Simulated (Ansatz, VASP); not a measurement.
**BaTiO3: VASP beside Ansatz**

The input INCAR:

```
ALGO     = Normal         # electronic algorithm
EDIFF    = 1E-6           # SCF threshold, eV
ENCUT    = 520            # plane-wave cutoff, eV
GGA      = PE             # functional
ISIF     = 2              # what is computed and relaxed
ISMEAR   = -1             # smearing method
LASPH    = True           # aspherical terms in the spheres
LCHARG   = False          # write CHGCAR
LREAL    = False          # projectors in reciprocal space
LWAVE    = False          # write WAVECAR
NBANDS   = 28             # bands
NELM     = 80             # most SCF steps
PREC     = Accurate       # precision mode
SIGMA    = 0.05           # smearing width, eV
```

KPOINTS

```
k-points
0
Gamma
  8 8 8
```

The input POSCAR:

```
BaTiO3
1.0
    3.9302542101      0.0000000000      0.0000000000
    0.0000000000      2.7987067862      2.8073385284
    0.0000000000     -2.7987067862      2.8073385284
Ba Ti O
1 1 3
Direct
    0.0000000000      0.0000000000      0.0000000000
    0.5000000000      0.5079000000      0.5079000000
    0.0000000000      0.4921000000      0.4921000000
    0.5000000000      0.5025100000      0.9937100000
    0.5000000000      0.9937100000      0.5025100000
```

Input for Ansatz:

```yaml
crystal:
  lattice:
    - [3.9302542101, 0.0, 0.0]
    - [0.0, 2.7987067862, 2.8073385284]
    - [0.0, -2.7987067862, 2.8073385284]
  atoms:
    - { symbol: Ba, position: [0.0, 0.0, 0.0] }
    - { symbol: Ti, position: [0.5, 0.5079, 0.5079] }
    - { symbol: O, position: [0.0, 0.4921, 0.4921] }
    - { symbol: O, position: [0.5, 0.50251, 0.99371] }
    - { symbol: O, position: [0.5, 0.99371, 0.50251] }
kpoints:
  mp_grid: { grid: [8, 8, 8] }
  band_path:
    path:
      - [0.0, 0.0, 0.0]
      - [0.0, 0.5, 0.5]
      - [0.0, 0.5015349898, 0.4984650102]
      - [0.0, 0.4984650102, -0.4984650102]
      - [0.0, 0.0, 0.0]
      - [0.5, 0.0, 0.0]
      - [0.5, 0.4984650102, -0.4984650102]
      - [0.5, 0.5015349898, 0.4984650102]
      - [0.5, 0.5, 0.5]
    npoints: 5
scf:
  occupations: { method: fermi_dirac, width: 0.05 }
hamiltonian:
  xc: pbe
  pseudopotentials: { kind: all_electron, lapw: { basis_error: 0.001 } }
output:
  forces: true
  stress: true
  eigenvalues: true
```

Change from the starting cell: volume scaled by 0.96.

Alike in both runs: task single point; functional PBE; k mesh 8 × 8 × 8; occupations fermi-dirac, width 0.05 eV; no spin polarisation.

|  | VASP | Ansatz |
| --- | --- | --- |
| version | VASP 6.6.1 | Ansatz 0.2.0 |
| potentials or method | VASP PAW PBE potentials, release 64 (Ba_sv, Ti_sv, O), cutoff 520 eV | all-electron LAPW, scalar-relativistic |

|  | VASP | Ansatz | Ansatz less VASP |
| --- | --- | --- | --- |
| gap on the k mesh at the Fermi level (eV) | 1.87 | 1.94 | +0.064 |
| pressure (GPa) | 11.6 | 9.6 | -2.07 |
| traceless stress, the component that is largest in VASP (GPa) | 0.84 | 0.82 | -0.021 |
| rms of the force components (eV/Å) | 0.063 | 0.062 | -0.0008 |

Atom by atom the forces differ by 0.010 eV/Å (rms over components). Ansatz ran all-electron here, and VASP with PAW potentials.

Neither program's run includes spin-orbit coupling.
